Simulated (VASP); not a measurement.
Wanted: the native input for a VASP 6.6.1 run.

| Property | Result |
| --- | --- |
| Task | single point |
| Functional | PBE |
| Dispersion | D3(BJ) |
| Potentials or basis | VASP PAW PBE potentials, release 64 (Pt, S) |
| Cutoff | 500 eV |
| k mesh | 9 × 9 × 6 |
| Occupations | fermi-dirac, width 0.15 eV |
| Spin | no spin polarisation |
| Dipole correction | no |
| Further INCAR settings | ALGO = Normal; EDIFF = 1e-06; NBANDS = 18 |

The structure of PtS2 lies in POSCAR:

```
PtS2
1.0
    3.5432000000      0.0000000000      0.0000000000
   -1.7716000000      3.0685012107      0.0000000000
    0.0000000000      0.0000000000      5.0388000000
Pt S
1 2
Direct
    0.0000000000      0.0000000000      0.0000000000
    0.3333333333      0.6666666667      0.2270000000
    0.6666666667      0.3333333333      0.7730000000
```

These files were run (other wordings do the same):

INCAR

```
  PREC = Accurate
  ENCUT = 500
  EDIFF = 1E-6
  ISMEAR = -1
  SIGMA = 0.15
  LREAL = False
  LASPH = True
  NELM = 120
  ALGO = Normal
  ISIF = 2
  LWAVE = False
  LCHARG = False
  GGA = PE
  IVDW = 12
  NBANDS = 18
  GGA_COMPAT = False
```

KPOINTS

```
Automatic mesh
0
Gamma
  9 9 6
```

Potentials or basis: VASP PAW PBE potentials, release 64 (Pt, S).

Launch:

```bash
$ cat potpaw_PBE.64/Pt/POTCAR potpaw_PBE.64/S/POTCAR > POTCAR
$ mpirun -np 1 vasp_std > vasp.out
```

Results of the run:

```json
{
 "Pressure": "7.3 GPa",
 "Largest force": "1.253 eV/Å",
 "Band gap on the k mesh": "1.00 eV (least direct gap 1.14 eV)",
 "Dispersion energy per atom": "-0.423 eV"
}
```

Caveat: the cell stands under pressure; spin-orbit coupling is left out, which moves the levels of the heavy elements; forces of over 1 eV/Å act on the atoms, so gaps and moduli don't describe the material at rest.

It took 31 s on 1 thread of Intel(R) Xeon(R) Platinum 8488C (Sapphire Rapids), with other jobs on the host, peak memory 0.22 GiB.
